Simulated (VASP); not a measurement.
# TiSi in VASP: single point with PBEsol

Aim: the single point of TiSi with PBEsol.

All numbers are computed with VASP 6.6.1; they aren't measurements. Logs are shortened: lines on timing, memory, paths and dates and some standing lists are left out, and cuts for length are marked.

## Step 1: The cell of the first run

The typed cell holds 2 atoms: a = 4.004 Å, b = 2.657 Å, c = 2.657 Å, α = 91.51°, β = 90.00°, γ = 90.00°.

## Step 2: Single point, PBEsol

File INCAR:

```
PREC     = Accurate       # precision mode
ENCUT    = 520            # plane-wave cutoff, eV
EDIFF    = 1E-7           # SCF threshold, eV
ISMEAR   = 0              # smearing method
SIGMA    = 0.15           # smearing width, eV
LREAL    = False          # projectors in reciprocal space
LASPH    = True           # aspherical terms in the spheres
NELM     = 100            # most SCF steps
ALGO     = Normal         # electronic algorithm
ISIF     = 2              # what is computed and relaxed
LWAVE    = False          # write WAVECAR
LCHARG   = False          # write CHGCAR
GGA      = PS             # functional
NBANDS   = 15             # bands
```

File KPOINTS:

```
regular mesh
0
Gamma
  18 24 24
```

File POSCAR:

```
TiSi
1.0
    4.0043194784      0.0000000000      0.0000000000
    0.0000000000      1.9032049353      1.8538515795
    0.0000000000     -1.9032049353      1.8538515795
Ti Si
1 1
Direct
    0.0000000000      0.0507344298      0.0507344298
    0.5000000000      0.5507655702      0.5507655702
```

Potentials or basis: VASP PAW PBE potentials, release 64 (Ti_sv, Si).

The run is started by

```console
$ cat potpaw_PBE.64/Ti_sv/POTCAR potpaw_PBE.64/Si/POTCAR > POTCAR
$ mpirun -np 1 vasp_std > vasp.out
```

OUTCAR:

```text
PREC = Accurate
   ENCUT = 520
   EDIFF = 1E-7
   ISMEAR = 0
   LREAL = False
   LASPH = True
   NELM = 100
   ISIF = 2
   GGA = PS

 ion  position               nearest neighbor table
   1  0.000  0.051  0.051-   2 2.73   2 2.73   2 2.73   2 2.73   2 2.76   2 2.76   2 2.76   2 2.76

   2  0.500  0.551  0.551-   1 2.73   1 2.73   1 2.73   1 2.73   1 2.76   1 2.76   1 2.76   1 2.76

  LATTYP: Found a base centered orthorhombic cell.
 ALAT       =     3.7077031590
 B/A-ratio  =     1.0266220642
 C/A-ratio  =     1.0800000180

  Lattice vectors:

 A1 = (   0.0000000000,   1.9032049353,   1.8538515795)
 A2 = (   0.0000000000,  -1.9032049353,   1.8538515795)
 A3 = (   4.0043194784,   0.0000000000,   0.0000000000)

Analysis of symmetry for initial positions (statically):
=====================================================================
 Subroutine PRICEL returns:
 Original cell was already a primitive cell.

 Routine SETGRP: Setting up the symmetry group for a
 base centered orthorhombic supercell.

 Subroutine GETGRP returns: Found  4 space group operations
 (whereof  4 operations were pure point group operations)
 out of a pool of  8 trial point group operations.

The static configuration has the point symmetry C_2v.

Analysis of symmetry for dynamics (positions and initial velocities):
=====================================================================
 Subroutine PRICEL returns:
 Original cell was already a primitive cell.

 Routine SETGRP: Setting up the symmetry group for a
 base centered orthorhombic supercell.

 Subroutine GETGRP returns: Found  4 space group operations
 (whereof  4 operations were pure point group operations)
 out of a pool of  8 trial point group operations.

The dynamic configuration has the point symmetry C_2v.

 Subroutine INISYM returns: Found  4 space group operations
 (whereof  4 operations are pure point group operations),
 and found     1 'primitive' translations

----------------------------------------------------------------------------------------

                                     Primitive cell

  volume of cell :      28.2566

  direct lattice vectors                    reciprocal lattice vectors
     4.004319478  0.000000000  0.000000000     0.249730324  0.000000000  0.000000000
     0.000000000  1.903204935  1.853851579     0.000000000  0.262714745  0.269708754
     0.000000000 -1.903204935  1.853851579     0.000000000 -0.262714745  0.269708754

  length of vectors
     4.004319478  2.656869343  2.656869343     0.249730324  0.376512748  0.376512748

  position of ions in fractional coordinates (direct lattice)
     0.000000000  0.050734430  0.050734430
     0.500000000  0.550765570  0.550765570

  ion indices of the primitive-cell ions
   primitive index   ion index
                 1           1
                 2           2

----------------------------------------------------------------------------------------

 KPOINTS: regular mesh

Automatic generation of k-mesh.
 Grid dimensions read from file:
 generate k-points for:   18   24   24

 Generating k-lattice:

  Cartesian coordinates                     Fractional coordinates (reciprocal lattice)
     0.013873907  0.000000000  0.000000000     0.055555556  0.000000000  0.000000000
     0.000000000  0.010946448  0.011237865     0.000000000  0.041666667  0.000000000
     0.000000000 -0.010946448  0.011237865     0.000000000  0.000000000  0.041666667

  Length of vectors
     0.013873907  0.015688031  0.015688031

  Shift w.r.t. Gamma in fractional coordinates (k-lattice)
     0.000000000  0.000000000  0.000000000

 Subroutine IBZKPT returns following result:
 ===========================================

 Found   1570 irreducible k-points:

 Following reciprocal coordinates:
            Coordinates               Weight
  0.000000  0.000000  0.000000      1.000000
  0.055556  0.000000  0.000000      2.000000
  0.111111  0.000000  0.000000      2.000000
  0.166667  0.000000  0.000000      2.000000
  0.222222  0.000000  0.000000      2.000000
  0.277778  0.000000  0.000000      2.000000
[... 16 lines left out ...]
  0.111111  0.083333  0.000000      8.000000
  0.166667  0.083333  0.000000      8.000000
 [... further k-points ...]
   k-points           NKPTS =   1570   k-points in BZ     NKDIM =   1570   number of bands    NBANDS=     15
   number of dos      NEDOS =    301   number of ions     NIONS =      2
   total plane-waves  NPLWV =  12000
   dimension x,y,z NGX =    30 NGY =   20 NGZ =   20
   dimension x,y,z NGXF=    60 NGYF=   40 NGZF=   40
   ions per type =               1   1
   NGX,Y,Z   is equivalent  to a cutoff of  12.45, 12.51, 12.51 a.u.
   NGXF,Y,Z  is equivalent  to a cutoff of  24.91, 25.03, 25.03 a.u.
 SYSTEM =  unknown system
   PREC   = accura    normal or accurate (medium, high low for compatibility)
   ISTART =      0    job   : 0-new  1-cont  2-samecut
   ICHARG =      2    charge: 1-file 2-atom 10-const
   ISPIN  =      1    spin polarized calculation?
   LNONCOLLINEAR =      F non collinear calculations
   LSORBIT =      F    spin-orbit coupling
   LASPH  =      T    aspherical Exc in radial PAW
   ENCUT  =  520.0 eV  38.22 Ry    6.18 a.u.   7.45  4.94  4.94*2*pi/ulx,y,z
   NELM   =    100;   NELMIN=  2; NELMDL= -5     # of ELM steps
   EDIFF  = 0.1E-06   stopping-criterion for ELM
   LREAL  =      F    real-space projection
   EDIFFG = 0.1E-05   stopping-criterion for IOM
   NSW    =      0    number of steps for IOM
   IBRION =     -1    ionic relax: 0-MD 1-quasi-New 2-CG
   NFREE  =      0    steps in history (QN), initial steepest desc. (CG)
   ISIF   =      2    stress and relaxation
   ISYM   =      2    0-nonsym 1-usesym 2-fastsym
   POTIM  = 0.5000    time-step for ionic-motion
   TEBEG  =    0.0;   TEEND  =   0.0 temperature during run
   PSTRESS=    0.0 pullay stress
   NELECT =      16.0000    total number of electrons
   NUPDOWN=      -1.0000    fix difference up-down
   EMIN   =  10.00;   EMAX   =-10.00  energy-range for DOS
   EFERMI =   0.00;   METHOD = LEGACY
   ISMEAR =     0;   SIGMA  =   0.15  broadening in eV -4-tet -1-fermi 0-gaus
   EFERMI_NEDOS =   21; number of points for ismear=-14 and -15
   IALGO  =     38    algorithm
   IMIX   =      4    mixing-type and parameters
     AMIX     =   0.40;   BMIX     =  1.00
     AMIX_MAG =   1.60;   BMIX_MAG =  1.00
  volume/ion in A,a.u.               =      14.13        95.34
  Fermi-wavevector in a.u.,A,eV,Ry     =   1.354384  2.559414 24.957921  1.834355
  Thomas-Fermi vector in A             =   2.481560
   LORBIT       =      0    0 simple, 1 ext, 2 COOP (PROOUT), +10 PAW based schemes
   GGA     = PS    functional components
   LHFCALC =     F    Hartree Fock is set to
   AEXX    =    0.0000 exact exchange contribution
   IVDW    =     0    specifies the selected vdW correction
   LEPSILON=     F    determine dielectric tensor
   LRPA    =     F    only Hartree local field effects (RPA)
 non-spin polarized calculation
 Gauss-broadening in eV      SIGMA  =   0.15
  energy-cutoff  :      520.00
  volume of cell :       28.26
 maximum number of plane-waves:       786
 NGX is ok and might be reduce to    30
   NGX = 15   NGY =  9   NGZ =  9

 number of electron      15.9999993 magnetization

 Free energy of the ion-electron system (eV)
  ---------------------------------------------------
  ext. energy  EPLUGINS =         0.00000000
  ---------------------------------------------------
  free energy    TOTEN  =       -15.26816618 eV

  energy without entropy =      -15.25769569  energy(sigma->0) =      -15.26293094

 E-fermi :  10.6598     XC(G=0): -11.9918

 val. band max:       10.6592798255   @ k =   0.3333   0.4583   0.2917
 cond. band min:      10.6602905960   @ k =   0.4444   0.4167   0.3333
 fundamental gap:      0.0010107705
 Fermi energy:        10.6597859706

 k-point     1 :       0.0000    0.0000    0.0000
  band No.  band energies     occupation
      1     -45.8548      2.00000
      2     -22.3686      2.00000
      3     -21.7637      2.00000
      4     -21.7349      2.00000
      5      -1.6666      2.00000
      6       7.7517      2.00000
      7       7.8399      2.00000
      8       9.1492      2.00000
      9      12.7904      0.00000
     10      12.9075      0.00000
     11      14.2727      0.00000
     12      16.0481      0.00000
     13      16.9785      0.00000
     14      17.1263      0.00000
     15      18.6817      0.00000

 k-point     2 :       0.0556    0.0000    0.0000
  band No.  band energies     occupation
      1     -45.8548      2.00000
      2     -22.3695      2.00000
      3     -21.7637      2.00000
      4     -21.7348      2.00000
      5      -1.6414      2.00000
      6       7.2305      2.00000
      7       8.3234      2.00000
      8       9.1547      2.00000
      9      12.7653      0.00000
     10      12.8847      0.00000
     11      14.2732      0.00000
     12      16.1217      0.00000
     13      17.0373      0.00000
     14      17.1810      0.00000
     15      18.6409      0.00000

 k-point     3 :       0.1111    0.0000    0.0000
  band No.  band energies     occupation
      1     -45.8547      2.00000
      2     -22.3722      2.00000
      3     -21.7636      2.00000
      4     -21.7348      2.00000
      5      -1.5669      2.00000
      6       6.6463      2.00000
      7       8.7979      2.00000
      8       9.1708      2.00000
      9      12.6958      0.00000
     10      12.8212      0.00000
     11      14.2746      0.00000
     12      16.3359      0.00000
     13      17.2069      0.00000
     14      17.3390      0.00000
     15      18.5261      0.00000

 k-point     4 :       0.1667    0.0000    0.0000
  band No.  band energies     occupation
      1     -45.8546      2.00000
      2     -22.3762      2.00000
      3     -21.7635      2.00000
      4     -21.7347      2.00000
      5      -1.4474      2.00000
      6       6.0581      2.00000
      7       9.1957      2.00000
      8       9.2148      2.00000
      9      12.5962      0.00000
     10      12.7297      0.00000
     11      14.2767      0.00000
     12      16.6710      0.00000
     13      17.4690      0.00000
     14      17.5839      0.00000
     15      18.3571      0.00000
[... 307 lines left out ...]
 k-point    22 :       0.0556    0.0833    0.0000
  band No.  band energies     occupation
      1     -45.8469      2.00000
      2     -22.3620      2.00000
      3     -21.8109      2.00000
      4     -21.7413      2.00000
      5      -1.4924      2.00000
      6       7.3045      2.00000
      7       8.3599      2.00000
      8       9.2105      2.00000
      9      12.7917      0.00000
     10      12.8985      0.00000
     11      14.0771      0.00000
     12      15.4367      0.00000
     13      16.2308      0.00000
     14      17.3092      0.00000
     15      19.8357      0.00000

 k-point    23 :       0.1111    0.0833    0.0000
  band No.  band energies     occupation
      1     -45.8469      2.00000
      2     -22.3646      2.00000
      3     -21.8108      2.00000
      4     -21.7413      2.00000
      5      -1.4198      2.00000
      6       6.7379      2.00000
      7       8.8166      2.00000
      8       9.2293      2.00000
      9      12.6849      0.00000
     10      12.8210      0.00000
     11      14.0835      0.00000
     12      15.6013      0.00000
     13      16.4492      0.00000
     14      17.4607      0.00000
     15      19.7579      0.00000

 k-point    24 :       0.1667    0.0833    0.0000
  band No.  band energies     occupation
      1     -45.8467      2.00000
      2     -22.3685      2.00000
      3     -21.8106      2.00000
      4     -21.7411      2.00000
      5      -1.3034      2.00000
      6       6.1659      2.00000
      7       9.2196      2.00000
      8       9.2590      2.00000
      9      12.5238      0.00000
     10      12.7203      0.00000
     11      14.0920      0.00000
     12      15.8371      0.00000
     13      16.7897      0.00000
     14      17.6960      0.00000
     15      19.6577      0.00000

 [... further k-points ...]

------------------------ aborting loop because EDIFF is reached ----------------------------------------

  FORCE on cell =-STRESS in cart. coord.  units (eV):
  Direction    XX          YY          ZZ          XY          YZ          ZX
  --------------------------------------------------------------------------------------
  -------------------------------------------------------------------------------------
  Total       -1.5247884      0.4577976      0.2429258      0.0000000      0.0000000      0.0000000
  in kB      -86.4571515     25.9576201     13.7741556      0.0000000      0.0000000      0.0000000
  external PRESSURE =     -15.5751253 kB  Pullay stress =       0.0000000 kB

 VOLUME and BASIS-vectors are now :
 -----------------------------------------------------------------------------
  energy-cutoff  :      520.00
  volume of cell :       28.26
      direct lattice vectors                 reciprocal lattice vectors
     4.004319478  0.000000000  0.000000000     0.249730324  0.000000000  0.000000000
     0.000000000  1.903204935  1.853851579     0.000000000  0.262714745  0.269708754
     0.000000000 -1.903204935  1.853851579     0.000000000 -0.262714745  0.269708754

 POSITION                                       TOTAL-FORCE (eV/Angst)
 -----------------------------------------------------------------------------------
      0.00000      0.00000      0.18811         0.000000      0.000000      0.000398
      2.00216      0.00000      2.04208         0.000000      0.000000     -0.000398
 -----------------------------------------------------------------------------------
    total drift:                                0.000000     -0.000000      0.000005

  FREE ENERGIE OF THE ION-ELECTRON SYSTEM (eV)
  ---------------------------------------------------
  free  energy   TOTEN  =       -15.2681661804 eV

  energy  without entropy=      -15.2576956921  energy(sigma->0) =      -15.26293094
```

It took 5 min on 1 thread of Intel Xeon Platinum 8488C (Sapphire Rapids), shared host; peak memory 0.71 GiB.

What came out:

| Property | Result |
| --- | --- |
| Free energy | -15.2682 eV |
| Pressure | -1.6 GPa |
| Band gap on the k mesh | zero (bands 8 and 9 overlap by 1.93 eV) |

Levels at points of the mesh, in eV from the Fermi level:
| k point | band 4 | band 5 | band 6 | band 7 | band 8 | band 9 | band 10 | band 11 | band 12 | band 13 |
| --- | --- | --- | --- | --- | --- | --- | --- | --- | --- | --- |
| (0.00, 0.00, 0.00) | -32.39 | -12.33 | -2.91 | -2.82 | -1.51 | 2.13 | 2.25 | 3.61 | 5.39 | 6.32 |
| (0.50, 0.00, 0.00) | -32.39 | -11.23 | -6.89 | -1.32 | -0.26 | 1.48 | 1.64 | 3.63 | 6.86 | 7.99 |
| (0.00, 0.50, 0.00) | -32.33 | -7.76 | -6.76 | -3.51 | -0.80 | 1.57 | 2.69 | 4.19 | 4.20 | 4.43 |
| (0.50, 0.50, 0.00) | -32.33 | -8.23 | -5.51 | -2.62 | -1.78 | 0.85 | 1.68 | 2.43 | 2.57 | 6.34 |
| (0.00, 0.50, 0.50) | -32.81 | -5.36 | -3.03 | -2.61 | -1.15 | -1.04 | -0.90 | 2.08 | 3.07 | 4.83 |
| (0.50, 0.50, 0.50) | -32.83 | -4.43 | -4.11 | -4.00 | -2.31 | 1.79 | 2.04 | 3.67 | 3.85 | 3.87 |

Caveat: the stress differs along the axes, from -9 to 3 GPa; the PAW data sets were made with another functional, which shifts forces and pressure a little.
